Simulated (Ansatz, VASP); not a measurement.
ZnS: VASP beside Ansatz

```
Zn S
1.0
     3.58959    0.00000    0.00000
    -1.79480    3.10868    0.00000
     0.00000    0.00000    5.88000
Zn S
2 2
Cartesian
  0.0000 0.0000 0.0000
  0.0000 0.0000 2.9400
  0.0000 2.0725 1.4700
  1.7948 1.0362 4.4100
```

Alike in both runs: task single point; functional PBE; k mesh 12 × 12 × 4; no spin polarisation.

|  | VASP | Ansatz |
| --- | --- | --- |
| version | VASP 6.6.1 | Ansatz 0.2.0 |
| potentials or method | VASP PAW PBE potentials, release 64 (Zn, S) | plane waves, PAW |
| plane-wave cutoff (eV) | 520 | 420 |
| occupations | gaussian, width 0.01 eV | fixed |
| valence electrons in the cell | 36 | 36 |

Ansatz gave:

| Item | Value |
| --- | --- |
| gap on the k mesh at the Fermi level (eV) | 0.38 |
| pressure (GPa) | 2.3 |
| traceless stress, the component that is largest in VASP (GPa) | -0.18 |

Question: What did VASP give for the same quantities?

Answer: gap on the k mesh at the Fermi level (eV): 0.37; pressure (GPa): 2.5; traceless stress, the component that is largest in VASP (GPa): -0.18.
